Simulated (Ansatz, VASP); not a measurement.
# BaZrO3 in VASP and in Ansatz

```
Ba Zr O
1.0
     4.24650    0.00000    0.00000
     0.00000    4.24650    0.00000
     0.00000    0.00000    4.24650
Ba Zr O
1 1 3
Cartesian
  0.0000 0.0000 0.0000
  2.1232 2.1232 2.1232
  2.1232 2.1232 0.0000
  2.1232 0.0000 2.1232
  0.0000 2.1232 2.1232
```

Alike in both runs: task single point; functional PBEsol; k mesh 6 × 6 × 6; occupations fermi-dirac, width 0.05 eV; no spin polarisation.

|  | VASP | Ansatz |
| --- | --- | --- |
| version | VASP 6.6.1 | Ansatz 0.2.0 |
| potentials or method | VASP PAW PBE potentials, release 64 (Ba_sv, Zr_sv, O) | Ansatz PAW |
| plane-wave cutoff (eV) | 520 | 420 |
| valence electrons in the cell | 40 | 40 |

Ansatz gave:

```
gap on the k mesh at the Fermi level (eV) : 3.07
least direct gap on the mesh (eV)         : 3.31
pressure (GPa)                            : -6.9
```

Q: What did VASP give for the same quantities?

A: gap on the k mesh at the Fermi level (eV): 3.02; least direct gap on the mesh (eV): 3.29; pressure (GPa): -5.9.

VASP's potentials were made for PBE, not for PBEsol.

Neither program's run includes spin-orbit coupling.
